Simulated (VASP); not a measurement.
Runs of VASP 6.6.1 on HfN. The structure is that of space group Fm-3m (No. 225), or close to it. The cells are those of the table. 

| task | cell | k mesh | cutoff (eV) | gap on the mesh (eV) | pressure (GPa) |
| --- | --- | --- | --- | --- | --- |
| single point | a = 3.195 Å, angles 60.0°, 2 atoms | 8 × 8 × 8 | 520 | none | -5.0 |
| single point | a = 3.183 Å, angles 60.0°, 2 atoms | 16 × 16 × 16 | 520 | none | (a) |
| relaxation of cell and atoms | relaxed from a = 3.195 Å, angles 60.0°, 2 atoms | 16 × 16 × 16 | 600 | none | -0.1 |
| single point | a = 3.183, b = 4.502 Å, angles 45.0, 60.0, 90.0°, 2 atoms | 11 × 8 × 21 | 520 | none | -2.1 |

Alike in all rows: level PBEsol; potentials or basis VASP PAW PBE potentials, release 64 (Hf_pv, N); no spin polarisation; smearing gaussian 0.1 eV.

Problem. Estimate the missing entries.

Solution. (a) -2.2.

Caveats: the PAW data sets were made with another functional, which shifts forces and pressure a little; spin-orbit coupling is left out, which moves the levels of the heavy elements.

A k mesh can miss the band edges, and the runs leave out spin-orbit coupling on Hf.

A gap of «none» marks levels without a gap at the run's occupations.
